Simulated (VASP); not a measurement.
CdTe:

```xyz
2
Lattice="0.0000 3.3104 3.3104 3.3104 0.0000 3.3104 3.3104 3.3104 0.0000" Properties=species:S:1:pos:R:3 pbc="T T T"
Cd    0.0000    0.0000    0.0000
Te    1.6552    1.6552    1.6552
```

* Program: VASP 6.6.1
* Task: relaxation of cell and atoms
* Functional: PBEsol
* Potentials or basis: VASP PAW PBE potentials, release 64 (Cd, Te)
* Cutoff: 600 eV
* k mesh: 6 × 6 × 6
* Occupations: fermi-dirac, width 0.02 eV
* Spin: no spin polarisation

At the start: pressure -2.0 GPa; volume 36.28 Å³/atom.

**Question.** How do energy, volume and symmetry change on relaxing?

**Answer.** Over 3 steps the energy falls by 13.6 meV/atom and the volume is 34.27 Å³/atom (-5.5 %); space group F-43m (No. 216, to 0.05 Å).

The path:
| step | energy change (eV) | largest force (eV/Å) | pressure (GPa) | volume (Å³) |
| --- | --- | --- | --- | --- |
| 1 | 0.0000 | 0.0000 | -2.05 | 72.56 |
| 2 | -0.0261 | 0.0000 | 0.48 | 67.79 |
| 3 | -0.0272 | 0.0000 | 0.01 | 68.54 |

Final structure:
```xyz
2
Lattice="0.0000 3.2482 3.2482 3.2482 0.0000 3.2482 3.2482 3.2482 0.0000" Properties=species:S:1:pos:R:3 pbc="T T T"
Cd    0.0000    0.0000    0.0000
Te    1.6241    1.6241    1.6241
```

Caveat: the PAW data sets were made with another functional, which shifts forces and pressure a little.
